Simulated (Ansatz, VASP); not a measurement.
## CuO: VASP beside Ansatz

```
CELL_PARAMETERS angstrom
2.39063 -1.74700 0.00000
2.39063 1.74700 0.00000
-0.87743 0.00000 5.15867
ATOMIC_POSITIONS crystal
Cu 0.00320 0.49680 0.00000
Cu 0.49680 0.00320 0.50000
O 0.57140 0.40560 0.25370
O 0.40560 0.57140 0.75370
```

Alike in both runs: task single point; functional LDA; k mesh 10 × 10 × 5; occupations fermi-dirac, width 0.05 eV; no spin polarisation.

|  | VASP | Ansatz |
| --- | --- | --- |
| version | VASP 6.6.1 | Ansatz 0.2.0 |
| potentials or method | VASP PAW LDA potentials, release 64 (Cu_sv_GW, O) | Ansatz PAW |
| plane-wave cutoff (eV) | 820 | 420 |
| valence electrons in the cell | 50 | 50 |

```csv
,VASP,Ansatz,Ansatz less VASP
gap on the k mesh at the Fermi level (eV),none,none,-
pressure (GPa),-18.0,-17.7,+0.35
"traceless stress, the component that is largest in VASP (GPa)",5.33,5.51,+0.176
rms of the force components (eV/Å),0.392,0.390,-0.0022
```

LDA's correlation is that of Perdew and Zunger in VASP and of Perdew and Wang (1992) in Ansatz. Atom by atom the forces differ by 0.014 eV/Å (rms over components). A gap of «none» marks a metal or a gap that the smearing closes.
